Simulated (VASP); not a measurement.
A run of VASP 6.6.1 is set up as follows.

Contents of INCAR:

```
SYSTEM = Tl2Sn2H5
PREC = Accurate ; ENCUT = 520
EDIFF = 1E-6 ; ISMEAR = 0
SIGMA = 0.1 ; LREAL = .False.
LASPH = .True. ; NELM = 60
ALGO = Normal ; ISIF = 2
LWAVE = .False. ; LCHARG = .False.
GGA = PE ; NBANDS = 40
```

The input KPOINTS:

```
Automatic mesh
0
Gamma
  4 4 2
  0 0 0
```

Contents of POSCAR:

```
Tl2Sn2H5
1.0
    4.4141697018      0.0000000000      0.0000000000
    0.0000000000      4.4141697018      0.0000000000
    0.0000000000      0.0000000000      7.4215374325
Tl Sn H
2 2 5
Direct
    0.0000000000      0.0000000000      0.0000000000
    0.0000000000      0.0000000000      0.5000000000
    0.5000000000      0.5000000000      0.2189885902
    0.5000000000      0.5000000000      0.7810114098
    0.5000000000      0.0000000000      0.2460176026
    0.5000000000      0.0000000000      0.7539823974
    0.5000000000      0.5000000000      0.5000000000
    0.0000000000      0.5000000000      0.2460176026
    0.0000000000      0.5000000000      0.7539823974
```

Potentials or basis: VASP PAW PBE potentials, release 64 (Tl_d, Sn_d, H).

Run with:

```sh
$ cat potpaw_PBE.64/Tl_d/POTCAR potpaw_PBE.64/Sn_d/POTCAR potpaw_PBE.64/H/POTCAR > POTCAR
$ mpirun -np 1 vasp_std > vasp.out
```

(1) Estimate the pressure.

(2) Estimate the largest force.

(3) What does it give for the band gap on the k mesh?

Results:

(1) 0.0 GPa.

(2) 0.004 eV/Å.

(3) zero (an odd number of electrons rules out a gap without spin polarisation).

Caveat: the k points lie up to 0.42 Å⁻¹ apart, too coarse for converged energies and pressures of a metal; spin-orbit coupling is left out, which moves the levels of the heavy elements; an odd number of electrons without spin polarisation forces a metal; a magnetic or distorted state may lie lower.
